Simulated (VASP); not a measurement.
A run of VASP 6.6.1 is set up as follows.

Contents of INCAR:

```
PREC = Accurate
ENCUT = 520
EDIFF = 1E-6
ISMEAR = -1
SIGMA = 0.05
LREAL = F
LASPH = T
NELM = 100
ALGO = Normal
ISIF = 2
LWAVE = F
LCHARG = F
NBANDS = 16
```

KPOINTS

```
Automatic mesh
0
Gamma
  10 10 9
```

The input POSCAR:

```
WC
1.0
    2.8869927008      0.0000000000      0.0000000000
   -1.4434963504      2.5002090195      0.0000000000
    0.0000000000      0.0000000000      2.8175618425
W C
1 1
Direct
    0.0000000000      0.0000000000      0.0000000000
    0.6666666667      0.3333333333      0.5000000000
```

Potentials or basis: VASP PAW LDA potentials, release 64 (W_sv, C).

Run with:

```console
$ cat potpaw_LDA.64/W_sv/POTCAR potpaw_LDA.64/C/POTCAR > POTCAR
$ mpirun -np 1 vasp_std > vasp.out
```

Task: Predict the band gap on the k mesh.

Result: Zero (band 9 reaches 11.94 eV, above the bottom of band 10 at 10.68 eV).

Task: Predict the pressure.

Result: 1.0 GPa.

Stress tensor (GPa, compression positive):
```
1.28 0.00 0.00
0.00 1.28 0.00
0.00 0.00 0.47
```

Caveat: spin-orbit coupling is left out, which moves the levels of the heavy elements.
